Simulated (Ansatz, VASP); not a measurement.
## One calculation of Al6W, two programs

```xyz
7
Lattice="7.9632 0.0000 0.0000 0.0000 2.7512 2.7565 0.0000 -2.7512 2.7565" Properties=species:S:1:pos:R:3 pbc="T T T"
Al    3.9816    0.0000    5.0618
Al    5.9935   -1.3745    3.6846
Al    1.9697    1.3745    3.6846
Al    5.9935    1.3745    3.6846
Al    1.9697   -1.3745    3.6846
Al    0.0000    0.0000    5.0705
W     3.9816    0.0000    2.3061
```

Alike in both runs: functional PBE; k mesh 3 × 4 × 4; occupations gaussian, width 0.2 eV; no spin polarisation.

Ansatz relaxed the structure, and its values are those at the end. VASP's run is a single point on that final structure, the one shown.

|  | VASP | Ansatz |
| --- | --- | --- |
| version | VASP 6.6.1 | Ansatz 0.2.0 |
| potentials or method | VASP PAW PBE potentials, release 64 (Al, W_sv), cutoff 500 eV | scalar-relativistic, plane waves, PAW |
| valence electrons in the cell | 32 | 32 |

```tsv
	VASP	Ansatz	Ansatz less VASP
gap on the k mesh at the Fermi level (eV)	none	none	-
pressure (GPa)	0.1	0.1	+0.03
rms of the force components (eV/Å)	0.007	0.008	+0.0003
```

A gap of «none» marks a metal or a gap that the smearing closes.

The k mesh is coarse, so the values compare programs but aren't converged. Neither program's run includes spin-orbit coupling.
